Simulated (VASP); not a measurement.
# AgCl (Immm) in VASP: further runs

Runs on AgCl. Level: r2SCAN. Tasks: single point.

Everything below comes from runs of VASP 6.6.1. Logs are shortened: lines on timing, memory, paths and dates and some standing lists are left out, and cuts for length are marked.

## 1. The cell of the first run

The structure is orthorhombic, space group Immm (No. 71). Conventional cell: a = 3.804 Å, b = 4.039 Å, c = 5.546 Å, α = 90.00°, β = 90.00°, γ = 90.00°. Within 4.1 Å of Ag (site symmetry mmm) lie 6 Cl at 2.77 Å and 12 Ag at 3.80 to 4.04 Å. Within 4.1 Å of Cl (site symmetry mmm) lie 6 Ag at 2.77 Å and 12 Cl at 3.80 to 4.04 Å.

## 2. Single point, r2SCAN (strain -0.0600 x Voigt [0, 0, 0, 0, 1, 0])

File POSCAR:

```
AgCl
1.0
   -0.0831945000      2.7731500000      2.7731500000
    2.6899555000      0.0000000000      2.6899555000
    2.7731500000      2.7731500000     -0.0831945000
Ag Cl
1 1
Direct
    0.5000000000      0.5000000000      0.5000000000
    0.0000000000      0.0000000000      0.0000000000
```

File INCAR.step1:

```
SYSTEM = AgCl
  PREC = Accurate
  ENCUT = 520
  ISMEAR = 0
  SIGMA = 0.05
  LREAL = .False.
  LASPH = .True.
  NELM = 60
  NBANDS = 16
  GGA = PE
  ALGO = Normal
  EDIFF = 1E-4
  LWAVE = .True.
  LCHARG = .False.
```

File INCAR.step2:

```
SYSTEM = AgCl
  PREC = Accurate
  ENCUT = 520
  EDIFF = 1E-6
  ISMEAR = 0
  SIGMA = 0.05
  LREAL = .False.
  LASPH = .True.
  NELM = 60
  ALGO = Normal
  ISIF = 2
  LWAVE = .False.
  LCHARG = .True.
  METAGGA = R2SCAN
  LMIXTAU = .True.
  LELF = .True.
  LVHAR = .True.
  NBANDS = 16
  ISTART = 1
```

File KPOINTS:

```
Automatic mesh
0
Gamma
  8 8 8
  0 0 0
```

Potentials or basis: VASP PAW PBE potentials, release 64 (Ag, Cl).

Launch:

```
cat potpaw_PBE.64/Ag/POTCAR potpaw_PBE.64/Cl/POTCAR > POTCAR
cp INCAR.step1 INCAR
mpirun -np 1 vasp_std > vasp.out
cp INCAR.step2 INCAR
mpirun -np 1 vasp_std > vasp.out
```

OUTCAR:

```text
SYSTEM = AgCl
   PREC = Accurate
   ENCUT = 520
   EDIFF = 1E-6
   ISMEAR = 0
   LREAL = .False.
   LASPH = .True.
   NELM = 60
   ISIF = 2
   METAGGA = R2SCAN
   ISTART = 1

 ion  position               nearest neighbor table
   1  0.500  0.500  0.500-   2 2.77   2 2.77   2 2.77   2 2.77   2 2.77   2 2.77
   2  0.000  0.000  0.000-   1 2.77   1 2.77   1 2.77   1 2.77   1 2.77   1 2.77

  LATTYP: Found a body centered orthorhombic cell.
 ALAT       =     3.8041715503
 B/A-ratio  =     1.0618556701
 C/A-ratio  =     1.4579521262

  Lattice vectors:

 A1 = (   2.7731500000,  -2.7731500000,  -0.0831945000)
 A2 = (  -2.7731500000,  -2.7731500000,   0.0831945000)
 A3 = (   0.0831945000,   2.7731500000,  -2.7731500000)

Analysis of symmetry for initial positions (statically):
=====================================================================
 Subroutine PRICEL returns:
 Original cell was already a primitive cell.

 Routine SETGRP: Setting up the symmetry group for a
 body centered orthorhombic supercell.

 Subroutine GETGRP returns: Found  8 space group operations
 (whereof  8 operations were pure point group operations)
 out of a pool of  8 trial point group operations.

The static configuration has the point symmetry D_2h.

Analysis of symmetry for dynamics (positions and initial velocities):
=====================================================================
 Subroutine PRICEL returns:
 Original cell was already a primitive cell.

 Routine SETGRP: Setting up the symmetry group for a
 body centered orthorhombic supercell.

 Subroutine GETGRP returns: Found  8 space group operations
 (whereof  8 operations were pure point group operations)
 out of a pool of  8 trial point group operations.

The dynamic configuration has the point symmetry D_2h.

 Subroutine INISYM returns: Found  8 space group operations
 (whereof  8 operations are pure point group operations),
 and found     1 'primitive' translations

----------------------------------------------------------------------------------------

                                     Primitive cell

  volume of cell :      42.6147

  direct lattice vectors                    reciprocal lattice vectors
    -0.083194500  2.773150000  2.773150000    -0.175048913  0.180300380  0.175048913
     2.689955500  0.000000000  2.689955500     0.185876681 -0.180300380  0.185876681
     2.773150000  2.773150000 -0.083194500     0.175048913  0.180300380 -0.175048913

  length of vectors
     3.922708652  3.804171550  3.922708652     0.306255565  0.318760895  0.306255565

  position of ions in fractional coordinates (direct lattice)
     0.500000000  0.500000000  0.500000000
     0.000000000  0.000000000  0.000000000

  ion indices of the primitive-cell ions
   primitive index   ion index
                 1           1
                 2           2

----------------------------------------------------------------------------------------

 KPOINTS: Automatic mesh

Automatic generation of k-mesh.
 Grid dimensions read from file:
 generate k-points for:    8    8    8

 Generating k-lattice:

  Cartesian coordinates                     Fractional coordinates (reciprocal lattice)
    -0.021881114  0.022537548  0.021881114     0.125000000  0.000000000 -0.000000000
     0.023234585 -0.022537548  0.023234585     0.000000000  0.125000000  0.000000000
     0.021881114  0.022537548 -0.021881114    -0.000000000  0.000000000  0.125000000

  Length of vectors
     0.038281946  0.039845112  0.038281946

  Shift w.r.t. Gamma in fractional coordinates (k-lattice)
     0.000000000  0.000000000  0.000000000

 Subroutine IBZKPT returns following result:
 ===========================================

 Found     95 irreducible k-points:

 Following reciprocal coordinates:
            Coordinates               Weight
  0.000000  0.000000  0.000000      1.000000
  0.125000  0.000000  0.000000      4.000000
  0.250000  0.000000  0.000000      4.000000
  0.375000  0.000000  0.000000      4.000000
  0.500000  0.000000  0.000000      2.000000
 -0.000000  0.125000 -0.000000      4.000000
[... 16 lines left out ...]
  0.125000  0.375000 -0.000000      8.000000
  0.250000  0.375000 -0.000000      8.000000
 [... further k-points ...]
   k-points           NKPTS =     95   k-points in BZ     NKDIM =     95   number of bands    NBANDS=     16
   number of dos      NEDOS =    301   number of ions     NIONS =      2
   total plane-waves  NPLWV =  25200
   dimension x,y,z NGX =    30 NGY =   28 NGZ =   30
   dimension x,y,z NGXF=    60 NGYF=   56 NGZF=   60
   ions per type =               1   1
   NGX,Y,Z   is equivalent  to a cutoff of  12.71, 12.24, 12.71 a.u.
   NGXF,Y,Z  is equivalent  to a cutoff of  25.43, 24.47, 25.43 a.u.
 SYSTEM =  AgCl
   PREC   = accura    normal or accurate (medium, high low for compatibility)
   ISTART =      1    job   : 0-new  1-cont  2-samecut
   ICHARG =      0    charge: 1-file 2-atom 10-const
   ISPIN  =      1    spin polarized calculation?
   LNONCOLLINEAR =      F non collinear calculations
   LSORBIT =      F    spin-orbit coupling
   LASPH  =      T    aspherical Exc in radial PAW
   ENCUT  =  520.0 eV  38.22 Ry    6.18 a.u.   7.29  7.07  7.29*2*pi/ulx,y,z
   NELM   =     60;   NELMIN=  2; NELMDL=  0     # of ELM steps
   EDIFF  = 0.1E-05   stopping-criterion for ELM
   LREAL  =      F    real-space projection
   EDIFFG = 0.1E-04   stopping-criterion for IOM
   NSW    =      0    number of steps for IOM
   IBRION =     -1    ionic relax: 0-MD 1-quasi-New 2-CG
   NFREE  =      0    steps in history (QN), initial steepest desc. (CG)
   ISIF   =      2    stress and relaxation
   ISYM   =      2    0-nonsym 1-usesym 2-fastsym
   POTIM  = 0.5000    time-step for ionic-motion
   TEBEG  =    0.0;   TEEND  =   0.0 temperature during run
   PSTRESS=    0.0 pullay stress
   NELECT =      18.0000    total number of electrons
   NUPDOWN=      -1.0000    fix difference up-down
   EMIN   =  10.00;   EMAX   =-10.00  energy-range for DOS
   EFERMI =   0.00;   METHOD = LEGACY
   ISMEAR =     0;   SIGMA  =   0.05  broadening in eV -4-tet -1-fermi 0-gaus
   EFERMI_NEDOS =   21; number of points for ismear=-14 and -15
   IALGO  =     38    algorithm
   IMIX   =      4    mixing-type and parameters
     AMIX     =   0.40;   BMIX     =  1.00
     AMIX_MAG =   1.60;   BMIX_MAG =  1.00
  volume/ion in A,a.u.               =      21.31       143.79
  Fermi-wavevector in a.u.,A,eV,Ry     =   1.228323  2.321194 20.528169  1.508778
  Thomas-Fermi vector in A             =   2.363253
   LORBIT       =      0    0 simple, 1 ext, 2 COOP (PROOUT), +10 PAW based schemes
   METAGGA = R2SCAN    functional components
   LHFCALC =     F    Hartree Fock is set to
   AEXX    =    0.0000 exact exchange contribution
   IVDW    =     0    specifies the selected vdW correction
   LEPSILON=     F    determine dielectric tensor
   LRPA    =     F    only Hartree local field effects (RPA)
 non-spin polarized calculation
 Gauss-broadening in eV      SIGMA  =   0.05
  energy-cutoff  :      520.00
  volume of cell :       42.61
 maximum number of plane-waves:      1167
 NGX is ok and might be reduce to    30
   NGX = 15   NGY = 15   NGZ = 15

 number of electron      18.0000000 magnetization

 Free energy of the ion-electron system (eV)
  ---------------------------------------------------
  ext. energy  EPLUGINS =         0.00000000
  ---------------------------------------------------
  free energy    TOTEN  =       -28.64054936 eV

  energy without entropy =      -28.64054936  energy(sigma->0) =      -28.64054936

 E-fermi :   3.8005     XC(G=0): -10.5141

 val. band max:        3.5952671209   @ k =  -0.0000   0.5000  -0.0000
 cond. band min:       4.9579485281   @ k =   0.0000   0.0000   0.0000
 fundamental gap:      1.3626814072
 Fermi energy:         3.8005397023

 k-point     1 :       0.0000    0.0000    0.0000
  band No.  band energies     occupation
      1     -12.2669      2.00000
      2       0.9787      2.00000
      3       1.0660      2.00000
      4       1.0780      2.00000
      5       1.0970      2.00000
      6       1.1519      2.00000
[... 8 lines left out ...]
     15      17.5739      0.00000
     16      17.8610      0.00000

 k-point     2 :       0.1250    0.0000    0.0000
  band No.  band energies     occupation
      1     -12.2108      2.00000
      2       0.2456      2.00000
      3       0.3538      2.00000
      4       0.4877      2.00000
      5       1.1549      2.00000
      6       1.1991      2.00000
[... 8 lines left out ...]
     15      16.5260      0.00000
     16      17.1069      0.00000

 k-point     3 :       0.2500    0.0000    0.0000
  band No.  band energies     occupation
      1     -12.0702      2.00000
      2      -0.7646      2.00000
      3      -0.2353      2.00000
      4      -0.0782      2.00000
      5       1.2616      2.00000
      6       1.3126      2.00000
[... 8 lines left out ...]
     15      16.7458      0.00000
     16      17.0020      0.00000

 k-point     4 :       0.3750    0.0000    0.0000
  band No.  band energies     occupation
      1     -11.9213      2.00000
      2      -1.5342      2.00000
      3      -0.6056      2.00000
      4      -0.4390      2.00000
      5       1.3674      2.00000
      6       1.4299      2.00000
[... 8 lines left out ...]
     15      17.3176      0.00000
     16      17.6034      0.00000

 k-point     5 :       0.5000    0.0000    0.0000
  band No.  band energies     occupation
      1     -11.8570      2.00000
      2      -1.8172      2.00000
      3      -0.7322      2.00000
      4      -0.5627      2.00000
      5       1.4113      2.00000
      6       1.4798      2.00000
[... 8 lines left out ...]
     15      17.8457      0.00000
     16      18.1706      0.00000

 k-point     6 :      -0.0000    0.1250   -0.0000
  band No.  band energies     occupation
      1     -12.2031      2.00000
      2       0.2821      2.00000
      3       0.3692      2.00000
      4       0.4278      2.00000
      5       1.1284      2.00000
      6       1.1574      2.00000
[... 8 lines left out ...]
     15      16.1954      0.00000
     16      16.8215      0.00000
[... 267 lines left out ...]
 k-point    21 :      -0.1250    0.2500   -0.0000
  band No.  band energies     occupation
      1     -11.9606      2.00000
      2      -1.0854      2.00000
      3      -0.5257      2.00000
      4      -0.1835      2.00000
      5       1.3019      2.00000
      6       1.3807      2.00000
[... 8 lines left out ...]
     15      17.7662      0.00000
     16      17.8886      0.00000

 k-point    22 :      -0.0000    0.3750   -0.0000
  band No.  band energies     occupation
      1     -11.8723      2.00000
      2      -1.4646      2.00000
      3      -0.7248      2.00000
      4      -0.5841      2.00000
      5       1.4017      2.00000
      6       1.4383      2.00000
[... 8 lines left out ...]
     15      17.0624      0.00000
     16      17.6255      0.00000

 k-point    23 :       0.1250    0.3750   -0.0000
  band No.  band energies     occupation
      1     -11.9024      2.00000
      2      -1.2721      2.00000
      3      -0.5634      2.00000
      4      -0.3422      2.00000
      5       1.2561      2.00000
      6       1.4498      2.00000
[... 8 lines left out ...]
     15      17.7936      0.00000
     16      18.2334      0.00000

 k-point    24 :       0.2500    0.3750   -0.0000
  band No.  band energies     occupation
      1     -11.8979      2.00000
      2      -1.1932      2.00000
      3      -0.0709      2.00000
      4       0.0487      2.00000
      5       1.0314      2.00000
      6       1.4490      2.00000
[... 8 lines left out ...]
     15      18.8915      0.00000
     16      19.8337      0.00000

 [... further k-points ...]

------------------------ aborting loop because EDIFF is reached ----------------------------------------

  FORCE on cell =-STRESS in cart. coord.  units (eV):
  Direction    XX          YY          ZZ          XY          YZ          ZX
  --------------------------------------------------------------------------------------
  -------------------------------------------------------------------------------------
  Total       -0.0306366     -0.0442128     -0.0306366      0.0000000      0.0000000      0.0892535
  in kB       -1.1518400     -1.6622621     -1.1518400      0.0000000      0.0000000      3.3556509
  external PRESSURE =      -1.3219807 kB  Pullay stress =       0.0000000 kB

 VOLUME and BASIS-vectors are now :
 -----------------------------------------------------------------------------
  energy-cutoff  :      520.00
  volume of cell :       42.61
      direct lattice vectors                 reciprocal lattice vectors
    -0.083194500  2.773150000  2.773150000    -0.175048913  0.180300380  0.175048913
     2.689955500  0.000000000  2.689955500     0.185876681 -0.180300380  0.185876681
     2.773150000  2.773150000 -0.083194500     0.175048913  0.180300380 -0.175048913

 POSITION                                       TOTAL-FORCE (eV/Angst)
 -----------------------------------------------------------------------------------
      2.68996      2.77315      2.68996         0.000000      0.000000      0.000000
      0.00000      0.00000      0.00000        -0.000000      0.000000     -0.000000
 -----------------------------------------------------------------------------------
    total drift:                                0.000000      0.000000      0.000000

  FREE ENERGIE OF THE ION-ELECTRON SYSTEM (eV)
  ---------------------------------------------------
  free  energy   TOTEN  =       -28.6405493647 eV

  energy  without entropy=      -28.6405493647  energy(sigma->0) =      -28.64054936
```

It took 8.6 min on 1 thread of Intel Xeon 8259CL, shared host; peak memory 0.21 GiB.

What came out:

```
Free energy            : -28.6405 eV
Pressure               : -0.1 GPa
Band gap on the k mesh : 1.36 eV (least direct gap 3.64 eV)
```

Stress tensor (GPa, compression positive):
```
-0.12  0.00  0.34
 0.00 -0.17  0.00
 0.34  0.00 -0.12
```

Caveat: the cell differs from its parent crystal (strain -0.0600 x Voigt [0, 0, 0, 0, 1, 0]); the PAW data sets were made with another functional, which shifts forces and pressure a little. A k mesh can miss the band edges.

(Continued in part 2 of 2.)
